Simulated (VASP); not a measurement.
A run of VASP 6.6.1 is set up as follows.

Contents of INCAR:

```
SYSTEM = B2SbN
PREC = Accurate ; ENCUT = 520
EDIFF = 1E-6 ; ISMEAR = 0
SIGMA = 0.1 ; LREAL = .FALSE.
LASPH = .TRUE. ; NELM = 100
ALGO = Normal ; ISIF = 2
LWAVE = .FALSE. ; LCHARG = .FALSE.
GGA = PE ; NBANDS = 16
```

Contents of KPOINTS:

```
regular mesh
0
G
  6 6 4
  0 0 0
```

POSCAR

```
B2SbN
1.0
    3.3446122200      0.0000000000      0.0000000000
   -1.6723061100      2.8965191500      0.0000000000
    0.0000000000      0.0000000000      7.0339338000
B Sb N
2 1 1
Direct
    0.0000000000      0.0000000000      0.6961164100
    0.0000000000      0.0000000000      0.3038835900
    0.0000000000      0.0000000000      0.0000000000
    0.0000000000      0.0000000000      0.5000000000
```

Potentials or basis: VASP PAW PBE potentials, release 64 (B, Sb, N).

Run with:

```console
$ cat potpaw_PBE.64/B/POTCAR potpaw_PBE.64/Sb/POTCAR potpaw_PBE.64/N/POTCAR > POTCAR
$ mpirun -np 1 vasp_std > vasp.out
```

Problem. Estimate the pressure.

Solution. -7.1 GPa.

Problem. What does it give for the largest force?

Solution. 4.861 eV/Å.

Problem. Estimate the band gap on the k mesh.

Solution. Zero (bands 8 and 9 overlap by 4.03 eV).

Stress tensor (GPa, compression positive):
```
 -5.29   0.00   0.00
  0.00  -5.29   0.00
  0.00   0.00 -10.64
```

Caveat: the k points lie up to 0.36 Å⁻¹ apart, too coarse for converged energies and pressures of a metal; spin-orbit coupling is left out, which moves the levels of the heavy elements; forces of over 1 eV/Å act on the atoms, so gaps and moduli don't describe the material at rest.
